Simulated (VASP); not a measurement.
A run of VASP 6.6.1 is set up as follows.

File POSCAR:

```
Ge
1.0
    0.0000000000      2.8150807516      2.8150807516
    2.8150807516      0.0000000000      2.8150807516
    2.8150807516      2.8150807516      0.0000000000
Ge
2
Direct
    0.7500000000      0.7500000000      0.7500000000
    0.5000000000      0.5000000000      0.5000000000
```

INCAR.step1

```
  PREC = Accurate
  ENCUT = 520
  EDIFF = 1E-5
  ISMEAR = -1
  SIGMA = 0.05
  LREAL = False
  LASPH = True
  NELM = 60
  ALGO = Normal
  ISIF = 2
  LWAVE = True
  LCHARG = False
  GGA = PE
  NBANDS = 21
```

File INCAR.step2:

```
  PREC = Accurate
  ENCUT = 520
  EDIFF = 1E-6
  ISMEAR = -1
  SIGMA = 0.05
  LREAL = False
  LASPH = True
  NELM = 60
  ALGO = Normal
  ISIF = 2
  LWAVE = False
  LCHARG = False
  GGA = PS
  LHFCALC = True
  AEXX = 0.25
  PRECFOCK = Normal
  ISTART = 1
  NBANDS = 21
```

KPOINTS

```
regular mesh
0
Gamma
  4 4 4
```

Potentials or basis: VASP PAW PBE potentials, release 64 (Ge_d).

Launch:

```sh
$ cat potpaw_PBE.64/Ge_d/POTCAR > POTCAR
$ cp INCAR.step1 INCAR
$ mpirun -np 1 vasp_std > vasp.out
$ cp INCAR.step2 INCAR
$ mpirun -np 1 vasp_std > vasp.out
```

Question: Predict the band gap on the k mesh.

Answer: 1.58 eV (least direct gap 1.77 eV).

Question: Estimate the pressure.

Answer: -0.1 GPa.

Caveat: the k points lie up to 0.48 Å⁻¹ apart; the PAW data sets were made with another functional, which shifts forces and pressure a little. A k mesh can miss the band edges.
